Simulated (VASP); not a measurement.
# S (Pm-3m) in VASP: single point with PBE

Aim: the single point of S with PBE.

Program: VASP 6.6.1. These are calculated values, not measurements. Logs are shortened: lines on timing, memory, paths and dates and some standing lists are left out, and cuts for length are marked.

### Step 1. The cell of the first run

The structure is cubic, space group Pm-3m (No. 221). The conventional cell has a = 2.592 Å, b = 2.592 Å, c = 2.592 Å, α = 90.00°, β = 90.00°, γ = 90.00°. S (site symmetry m-3m) has 6 S at 2.59 Å within 3.4 Å.

### Step 2. Single point, PBE

INCAR

```
PREC = Accurate
ENCUT = 520
EDIFF = 1E-7
ISMEAR = -1
SIGMA = 0.13605693000000002
LREAL = False
LASPH = True
NELM = 100
ALGO = Normal
ISIF = 2
LWAVE = False
LCHARG = False
GGA = PE
NBANDS = 9
```

KPOINTS

```
regular mesh
0
Gamma
  13 13 13
```

POSCAR

```
S
1.0
    2.5923344238      0.0000000000      0.0000000000
    0.0000000000      2.5923344238      0.0000000000
    0.0000000000      0.0000000000      2.5923344238
S
1
Direct
    0.0000000000      0.0000000000      0.0000000000
```

Potentials or basis: VASP PAW PBE potentials, release 64 (S).

Run with:

```console
$ cat potpaw_PBE.64/S/POTCAR > POTCAR
$ mpirun -np 1 vasp_std > vasp.out
```

OUTCAR:

```text
PREC = Accurate
   ENCUT = 520
   EDIFF = 1E-7
   ISMEAR = -1
   LREAL = False
   LASPH = True
   NELM = 100
   ISIF = 2
   GGA = PE

 ion  position               nearest neighbor table
   1  0.000  0.000  0.000-

  LATTYP: Found a simple cubic cell.
 ALAT       =     2.5923344238

  Lattice vectors:

 A1 = (   2.5923344238,   0.0000000000,   0.0000000000)
 A2 = (   0.0000000000,   2.5923344238,   0.0000000000)
 A3 = (   0.0000000000,   0.0000000000,   2.5923344238)

Analysis of symmetry for initial positions (statically):
=====================================================================
 Subroutine PRICEL returns:
 Original cell was already a primitive cell.

 Routine SETGRP: Setting up the symmetry group for a
 simple cubic supercell.

 Subroutine GETGRP returns: Found 48 space group operations
 (whereof 48 operations were pure point group operations)
 out of a pool of 48 trial point group operations.

The static configuration has the point symmetry O_h .

Analysis of symmetry for dynamics (positions and initial velocities):
=====================================================================
 Subroutine PRICEL returns:
 Original cell was already a primitive cell.

 Routine SETGRP: Setting up the symmetry group for a
 simple cubic supercell.

 Subroutine GETGRP returns: Found 48 space group operations
 (whereof 48 operations were pure point group operations)
 out of a pool of 48 trial point group operations.

The dynamic configuration has the point symmetry O_h .

 Subroutine INISYM returns: Found 48 space group operations
 (whereof 48 operations are pure point group operations),
 and found     1 'primitive' translations

----------------------------------------------------------------------------------------

                                     Primitive cell

  volume of cell :      17.4210

  direct lattice vectors                    reciprocal lattice vectors
     2.592334424  0.000000000  0.000000000     0.385752699  0.000000000  0.000000000
     0.000000000  2.592334424  0.000000000     0.000000000  0.385752699  0.000000000
     0.000000000  0.000000000  2.592334424     0.000000000  0.000000000  0.385752699

  length of vectors
     2.592334424  2.592334424  2.592334424     0.385752699  0.385752699  0.385752699

  position of ions in fractional coordinates (direct lattice)
     0.000000000  0.000000000  0.000000000
[... 72 lines left out ...]
   LSORBIT =      F    spin-orbit coupling
   LASPH  =      T    aspherical Exc in radial PAW
   ENCUT  =  520.0 eV  38.22 Ry    6.18 a.u.   4.82  4.82  4.82*2*pi/ulx,y,z
   NELM   =    100;   NELMIN=  2; NELMDL= -5     # of ELM steps
   EDIFF  = 0.1E-06   stopping-criterion for ELM
   LREAL  =      F    real-space projection
   EDIFFG = 0.1E-05   stopping-criterion for IOM
   NSW    =      0    number of steps for IOM
   IBRION =     -1    ionic relax: 0-MD 1-quasi-New 2-CG
   NFREE  =      0    steps in history (QN), initial steepest desc. (CG)
   ISIF   =      2    stress and relaxation
   ISYM   =      2    0-nonsym 1-usesym 2-fastsym
   POTIM  = 0.5000    time-step for ionic-motion
   TEBEG  =    0.0;   TEEND  =   0.0 temperature during run
   PSTRESS=    0.0 pullay stress
   NELECT =       6.0000    total number of electrons
   NUPDOWN=      -1.0000    fix difference up-down
   EMIN   =  10.00;   EMAX   =-10.00  energy-range for DOS
   EFERMI =   0.00;   METHOD = LEGACY
   ISMEAR =    -1;   SIGMA  =   0.14  broadening in eV -4-tet -1-fermi 0-gaus
   EFERMI_NEDOS =   21; number of points for ismear=-14 and -15
   IALGO  =     38    algorithm
   IMIX   =      4    mixing-type and parameters
     AMIX     =   0.40;   BMIX     =  1.00
     AMIX_MAG =   1.60;   BMIX_MAG =  1.00
  volume/ion in A,a.u.               =      17.42       117.56
  Fermi-wavevector in a.u.,A,eV,Ry     =   1.147539  2.168535 17.916782  1.316846
  Thomas-Fermi vector in A             =   2.284219
   LORBIT       =      0    0 simple, 1 ext, 2 COOP (PROOUT), +10 PAW based schemes
   GGA     = PE    functional components
   LHFCALC =     F    Hartree Fock is set to
   AEXX    =    0.0000 exact exchange contribution
   IVDW    =     0    specifies the selected vdW correction
   LEPSILON=     F    determine dielectric tensor
   LRPA    =     F    only Hartree local field effects (RPA)
 non-spin polarized calculation
  energy-cutoff  :      520.00
  volume of cell :       17.42
 maximum number of plane-waves:       479
 NGX is ok and might be reduce to    20
   NGX =  9   NGY =  9   NGZ =  9

 number of electron       6.0000000 magnetization

 Free energy of the ion-electron system (eV)
  ---------------------------------------------------
  ext. energy  EPLUGINS =         0.00000000
  ---------------------------------------------------
  free energy    TOTEN  =        -3.52248129 eV

  energy without entropy =       -3.49239737  energy(sigma->0) =       -3.50743933

 E-fermi :   6.7822     XC(G=0): -10.4994

 val. band max:        6.7442721181   @ k =   0.2308   0.2308   0.1538
 cond. band min:       6.8445835987   @ k =   0.4615   0.3846   0.2308
 fundamental gap:      0.1003114806
 Fermi energy:         6.7822036790

 k-point     1 :       0.0000    0.0000    0.0000
  band No.  band energies     occupation
      1     -10.0497      2.00000
      2       8.2234      0.00005
      3       8.2234      0.00005
      4       8.2234      0.00005
      5      14.2121      0.00000
      6      14.2121      0.00000
      7      16.9982      0.00000
      8      28.3041      0.00000
      9      28.3041      0.00000
[... 265 lines left out ...]
 k-point    24 :       0.3846    0.3077    0.0000
  band No.  band energies     occupation
      1      -6.4053      2.00000
      2       1.1973      2.00000
      3       3.1904      2.00000
      4      10.3177      0.00000
      5      12.8226      0.00000
      6      18.9177      0.00000
      7      22.4249      0.00000
      8      23.9804      0.00000
      9      25.5948      0.00000

 [... further k-points ...]
[... 5 lines left out ...]
  --------------------------------------------------------------------------------------
  -------------------------------------------------------------------------------------
  Total       -0.0928949     -0.0928949     -0.0928949      0.0000000     -0.0000000      0.0000000
  in kB       -8.5433727     -8.5433727     -8.5433727      0.0000000     -0.0000000      0.0000000
  external PRESSURE =      -8.5433727 kB  Pullay stress =       0.0000000 kB

 VOLUME and BASIS-vectors are now :
 -----------------------------------------------------------------------------
  energy-cutoff  :      520.00
  volume of cell :       17.42
      direct lattice vectors                 reciprocal lattice vectors
     2.592334424  0.000000000  0.000000000     0.385752699  0.000000000  0.000000000
     0.000000000  2.592334424  0.000000000     0.000000000  0.385752699  0.000000000
     0.000000000  0.000000000  2.592334424     0.000000000  0.000000000  0.385752699

 POSITION                                       TOTAL-FORCE (eV/Angst)
 -----------------------------------------------------------------------------------
      0.00000      0.00000      0.00000         0.000000      0.000000      0.000000
 -----------------------------------------------------------------------------------
    total drift:                                0.000000     -0.000000     -0.000000

  FREE ENERGIE OF THE ION-ELECTRON SYSTEM (eV)
  ---------------------------------------------------
  free  energy   TOTEN  =        -3.5224812920 eV

  energy  without entropy=       -3.4923973702  energy(sigma->0) =       -3.50743933
```

It took 7.6 s on 1 thread of AMD EPYC 7R13 (Zen 3), shared host; peak memory 0.09 GiB.

Results:

- Free energy: -3.5225 eV
- Pressure: -0.9 GPa
- Band gap on the k mesh: zero (band 3 reaches 9.68 eV, above the bottom of band 4 at 3.16 eV)
